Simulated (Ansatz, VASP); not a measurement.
Two plane-wave programs on Ga2SnSe4

```
Ga Sn Se
1.0
    -2.79238    2.79238    6.74538
     2.79238   -2.79238    6.74538
     2.79238    2.79238   -6.74538
Ga Sn Se
2 1 4
Direct
  0.25000 0.75000 0.50000
  0.75000 0.25000 0.50000
  0.00000 0.00000 0.00000
  0.86430 0.41815 0.00000
  0.41815 0.86430 0.00000
  0.13570 0.13570 0.55385
  0.58185 0.58185 0.44615
```

Alike in both runs: functional PBE; k mesh 3 × 3 × 3; occupations gaussian, width 0.15 eV; no spin polarisation.

Ansatz relaxed the structure, and its values are those at the end. VASP's run is a single point on that final structure, the one shown.

```csv
,VASP,Ansatz
version,VASP 6.6.1,Ansatz 0.2.0
potentials or method,"VASP PAW PBE potentials, release 64 (Ga_d, Sn_d, Se), cutoff 500 eV","scalar-relativistic, plane waves, PAW"
valence electrons in the cell,64,104
```

|  | VASP | Ansatz | Ansatz less VASP |
| --- | --- | --- | --- |
| gap on the k mesh at the Fermi level (eV) | 0.93 | 0.93 | +0.003 |
| least direct gap on the mesh (eV) | 1.16 | 1.17 | +0.003 |
| pressure (GPa) | 0.4 | 0.4 | -0.08 |
| rms of the force components (eV/Å) | 0.035 | 0.036 | +0.0012 |

The functional is the same, so the differences come from potentials, cutoffs and numerics. VASP's potentials hold 64 valence electrons a cell and Ansatz's 104, so a difference there can come from the potentials and not from the codes.

The k mesh is coarse, so the values compare programs but aren't converged.
